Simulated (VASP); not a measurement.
Runs of VASP 6.6.1 on CaZr2N3. The structure is that of space group Cmmm (No. 65), or close to it. The cells are those of the table. 

```csv
task,spin,cell,cutoff (eV),gap on the mesh (eV),pressure (GPa),largest force (eV/Å)
single point,off,"a = 5.805, b = 5.805, c = 3.480 Å, angles 90.0, 90.0, 133.3°, 6 atoms",520,none,0.3,0.02
relaxation of cell and atoms,off,"relaxed from a = 5.513, b = 5.513, c = 3.539 Å, angles 90.0, 90.0, 131.5°, 6 atoms",600,none,-0.4,0.04
single point,"collinear, ferromagnetic start","a = 5.805, b = 5.805, c = 3.480 Å, angles 90.0, 90.0, 133.3°, 6 atoms",520,none,0.3,0.02
single point,off,"a = 5.513, b = 5.513, c = 3.539 Å, angles 90.0, 90.0, 131.5°, 6 atoms",520,none,(a),3.40
```

Alike in all rows: level PBE; potentials or basis VASP PAW PBE potentials, release 64 (Ca_sv, Zr_sv, N); k mesh 4 × 4 × 6; smearing gaussian 0.1 eV.

Question: Estimate the missing entries.

Answer: (a) 14.4.

Caveats: all runs use coarse meshes; forces of over 1 eV/Å act on the atoms, so gaps and moduli don't describe the material at rest (some runs).

A k mesh can miss the band edges, and the runs leave out spin-orbit coupling on Zr.

A gap of «none» marks levels without a gap at the run's occupations.
